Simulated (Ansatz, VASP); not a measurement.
**BN: VASP beside Ansatz**

Contents of INCAR:

```
PREC = Accurate
ENCUT = 520
EDIFF = 1E-6
ISMEAR = 0
SIGMA = 0.05
LREAL = False
LASPH = True
NELM = 60
ALGO = Normal
ISIF = 2
LWAVE = False
LCHARG = True
LELF = True
LVHAR = True
NBANDS = 16
```

The input KPOINTS:

```
Automatic mesh
0
Gamma
  12 12 6
```

POSCAR

```
BN
1.0
    2.5539396017      0.0063848490      0.0000000000
   -1.2714403594      2.2085841503      0.0000000000
    0.0000000000      0.0000000000      4.2268550000
B N
2 2
Direct
    0.6666666667      0.3333333333      0.9997240000
    0.3333333333      0.6666666667      0.4997240000
    0.6666666667      0.3333333333      0.6252760000
    0.3333333333      0.6666666667      0.1252760000
```

Input for Ansatz:

```yaml
crystal:
  lattice:
    - [2.5539396017, 0.006384849, 0.0]
    - [-1.2714403594, 2.2085841503, 0.0]
    - [0.0, 0.0, 4.226855]
  atoms:
    - { symbol: B, position: [0.6666666667, 0.3333333333, 0.999724] }
    - { symbol: B, position: [0.3333333333, 0.6666666667, 0.499724] }
    - { symbol: "N", position: [0.6666666667, 0.3333333333, 0.625276] }
    - { symbol: "N", position: [0.3333333333, 0.6666666667, 0.125276] }
basis:
  ecutwfc: 420
kpoints:
  mp_grid: { grid: [12, 12, 6] }
hamiltonian:
  xc: lda
scf:
  occupations: { method: gaussian, width: 0.05 }
output:
  forces: true
  stress: true
  eigenvalues: true
```

Change from the starting cell: strain +0.0050 x Voigt [0, 0, 0, 0, 0, 1], atoms carried along.

Alike in both runs: task single point; functional LDA; k mesh 12 × 12 × 6; occupations gaussian, width 0.05 eV; no spin polarisation.

|  | VASP | Ansatz |
| --- | --- | --- |
| version | VASP 6.6.1 | Ansatz 0.2.0 |
| potentials or method | VASP PAW LDA potentials, release 64 (B, N), cutoff 520 eV | scalar-relativistic, plane waves, PAW |
| valence electrons in the cell | 16 | 16 |

Ansatz gave:

| Item | Value |
| --- | --- |
| gap on the k mesh at the Fermi level (eV) | 4.97 |
| least direct gap on the mesh (eV) | 8.10 |
| pressure (GPa) | -13.7 |
| traceless stress, the component that is largest in VASP (GPa) | -2.01 |
| rms of the force components (eV/Å) | 0.016 |

Which values does VASP return?

gap on the k mesh at the Fermi level (eV): 4.95; least direct gap on the mesh (eV): 8.09; pressure (GPa): -12.9; traceless stress, the component that is largest in VASP (GPa): -2.02; rms of the force components (eV/Å): 0.015.

LDA's correlation is that of Perdew and Zunger in VASP and of Perdew and Wang (1992) in Ansatz. Atom by atom the forces differ by 0.001 eV/Å (rms over components).
